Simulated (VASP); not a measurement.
Write the native input for VASP 6.6.1 that does the following.

- Task: single point
- Functional: PBEsol
- Potentials or basis: VASP PAW PBE potentials, release 64 (W_sv)
- Cutoff: 520 eV
- k mesh: 19 × 19 × 19
- Occupations: fermi-dirac, width 0.05 eV
- Spin: no spin polarisation
- Dipole correction: no
- Further INCAR settings: ALGO = Normal; EDIFF = 1e-06; NBANDS = 13

The structure of W lies in POSCAR:

```
W
1.0
   -1.4132299519      1.4132299519      1.4132299519
    1.4132299519     -1.4132299519      1.4132299519
    1.4132299519      1.4132299519     -1.4132299519
W
1
Direct
    0.0000000000      0.0000000000      0.0000000000
```

This cell differs from its parent crystal: volume scaled by 0.72.

These files were run (other wordings do the same):

INCAR

```
PREC = Accurate ; ENCUT = 520
EDIFF = 1E-6 ; ISMEAR = -1
SIGMA = 0.05 ; LREAL = F
LASPH = T ; NELM = 60
ALGO = Normal ; ISIF = 2
LWAVE = F ; LCHARG = F
GGA = PS ; NBANDS = 13
```

KPOINTS

```
regular mesh
0
Gamma
  19 19 19
```

Potentials or basis: VASP PAW PBE potentials, release 64 (W_sv).

Launch:

```bash
$ cat potpaw_PBE.64/W_sv/POTCAR > POTCAR
$ mpirun -np 1 vasp_std > vasp.out
```

It gave:

The pressure is 212.2 GPa and the band gap on the k mesh is zero (band 7 reaches 24.37 eV, above the bottom of band 8 at 14.83 eV).

Caveat: the PAW data sets were made with another functional, which shifts forces and pressure a little; spin-orbit coupling is left out, which moves the levels of the heavy elements.

Run time: 22 s on 1 thread of AMD EPYC 7R43 64-Core Processor (Zen 3) (shared host), peak memory 0.11 GiB.
